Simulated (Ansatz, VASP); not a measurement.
**Two plane-wave programs on ZnGa2O2**

File INCAR:

```
SYSTEM = ZnGa2O2
  PREC = Accurate
  ENCUT = 600
  EDIFF = 1E-6
  ISMEAR = 0
  SIGMA = 0.1
  LREAL = .False.
  LASPH = .True.
  NELM = 100
  ALGO = Normal
  ISIF = 3
  LWAVE = .False.
  LCHARG = .False.
  GGA = PE
  IBRION = 2
  NSW = 90
  EDIFFG = -0.04
```

File KPOINTS:

```
Automatic mesh
0
Gamma
  6 6 6
  0 0 0
```

File POSCAR:

```
ZnGa2O2
1.0
    4.8021171900      0.0000000000      0.0000000000
   -2.4010585900      4.1587554800      0.0000000000
    0.0000000000      0.0000000000      3.6302562700
Zn Ga O
1 2 2
Direct
    0.0000000000      0.0000000000      0.0000000000
    0.3333333300      0.6666666700      0.0000000000
    0.6666666700      0.3333333300      0.0000000000
    0.3333333300      0.6666666700      0.5000000000
    0.6666666700      0.3333333300      0.5000000000
```

Input for Ansatz:

```yaml
crystal:
  lattice:
    - [4.80211719, 0.0, 0.0]
    - [-2.40105859, 4.15875548, 0.0]
    - [0.0, 0.0, 3.63025627]
  atoms:
    - { symbol: Zn, position: [0.0, 0.0, 0.0] }
    - { symbol: Ga, position: [0.33333333, 0.66666667, 0.0] }
    - { symbol: Ga, position: [0.66666667, 0.33333333, 0.0] }
    - { symbol: O, position: [0.33333333, 0.66666667, 0.5] }
    - { symbol: O, position: [0.66666667, 0.33333333, 0.5] }
basis:
  ecutwfc: 420
kpoints:
  mp_grid: { grid: [6, 6, 6] }
hamiltonian:
  xc: pbe
scf:
  occupations: { method: gaussian, width: 0.1 }
  lower_state_search: "off"
output:
  forces: true
  stress: true
  eigenvalues: true
relax:
  adjacent_minimum: "off"
  f_tol: 0.04
  max_steps: 70
  cell: { stress_tol: 0.4 }
```

Alike in both runs: task relaxation of cell and atoms; functional PBE; k mesh 6 × 6 × 6; occupations gaussian, width 0.1 eV; no spin polarisation.

|  | VASP | Ansatz |
| --- | --- | --- |
| version | VASP 6.6.1 | Ansatz 0.2.0 |
| potentials or method | VASP PAW PBE potentials, release 64 (Zn, Ga_d, O), cutoff 600 eV | scalar-relativistic, plane waves, PAW |
| valence electrons in the cell | 50 | 50 |

VASP gave:

| Item | Value |
| --- | --- |
| gap on the k mesh at the Fermi level, each at its own relaxed structure (eV) | none |
| relaxed volume (Å³/atom) | 17.59 |
| relaxed length of the cell vector where the two differ most in proportion (Å) | 5.290 |

What did Ansatz give for the same quantities?

gap on the k mesh at the Fermi level, each at its own relaxed structure (eV): none; relaxed volume (Å³/atom): 17.55; relaxed length of the cell vector where the two differ most in proportion (Å): 5.285.

A gap of «none» marks a metal or a gap that the smearing closes.

Noted on VASP's run: the volume moved by over 15 % at a fixed basis, so the end points are rough.
